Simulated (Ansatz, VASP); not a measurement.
# MgB2 in VASP and in Ansatz

Contents of INCAR:

```
SYSTEM = MgB2
PREC     = Accurate       ! precision mode
ENCUT    = 520            ! plane-wave cutoff, eV
EDIFF    = 1E-8           ! SCF threshold, eV
ISMEAR   = 0              ! smearing method
SIGMA    = 0.05           ! smearing width, eV
LREAL    = .False.        ! projectors in reciprocal space
LASPH    = .True.         ! aspherical terms in the spheres
NELM     = 80             ! most SCF steps
ALGO     = Normal         ! electronic algorithm
ISIF     = 2              ! what is computed and relaxed
LWAVE    = .False.        ! write WAVECAR
LCHARG   = .False.        ! write CHGCAR
GGA      = PE             ! functional
LEFG     = .True.       
NBANDS   = 11             ! bands
```

KPOINTS

```
Automatic mesh
0
Gamma
  14 14 12
  0 0 0
```

The input POSCAR:

```
MgB2
1.0
    3.0850000000      0.0000000000      0.0000000000
   -1.5425000000      2.6716883707      0.0000000000
    0.0000000000      0.0000000000      3.5230000000
Mg B
1 2
Direct
    0.0000000000      0.0000000000      0.0000000000
    0.3333333333      0.6666666667      0.5000000000
    0.6666666667      0.3333333333      0.5000000000
```

Input for Ansatz:

```yaml
crystal:
  lattice:
    - [3.085, 0.0, 0.0]
    - [-1.5425, 2.6716883707, 0.0]
    - [0.0, 0.0, 3.523]
  atoms:
    - { symbol: Mg, position: [0.0, 0.0, 0.0] }
    - { symbol: B, position: [0.3333333333, 0.6666666667, 0.5] }
    - { symbol: B, position: [0.6666666667, 0.3333333333, 0.5] }
basis:
  ecutwfc: 420
  ecutrho_ratio: 4
kpoints:
  mp_grid: { grid: [14, 14, 12] }
hamiltonian:
  xc: pbe
scf:
  occupations: { method: gaussian, width: 0.05 }
output:
  forces: true
  stress: true
  eigenvalues: true
  populations: true
  efg:
    contact_densities: true
    quadrupole_moments_barn: { B: 0.04059, Mg: 0.1994 }
```

Alike in both runs: task electric field gradients; functional PBE; k mesh 14 × 14 × 12; occupations gaussian, width 0.05 eV; no spin polarisation.

```csv
,VASP,Ansatz
version,VASP 6.6.1,Ansatz 0.2.0
potentials or method,"VASP PAW PBE potentials, release 64 (Mg, B), cutoff 520 eV","scalar-relativistic, plane waves, PAW"
valence electrons in the cell,8,16
```

Ansatz gave:

| Quantity | Value |
| --- | --- |
| gap on the k mesh at the Fermi level (eV) | none |
| pressure (GPa) | -1.0 |
| traceless stress, the component that is largest in VASP (GPa) | 0.62 |
| size of Vzz on the site where it differs most (V/Å²) | 2.9 |

Which values does VASP return?

gap on the k mesh at the Fermi level (eV): none; pressure (GPa): -1.3; traceless stress, the component that is largest in VASP (GPa): 0.49; size of Vzz on the site where it differs most (V/Å²): 0.3.

A gap of «none» marks a metal or a gap that the smearing closes. VASP's potentials hold 8 valence electrons a cell and Ansatz's 16, so a difference there can come from the potentials and not from the codes.
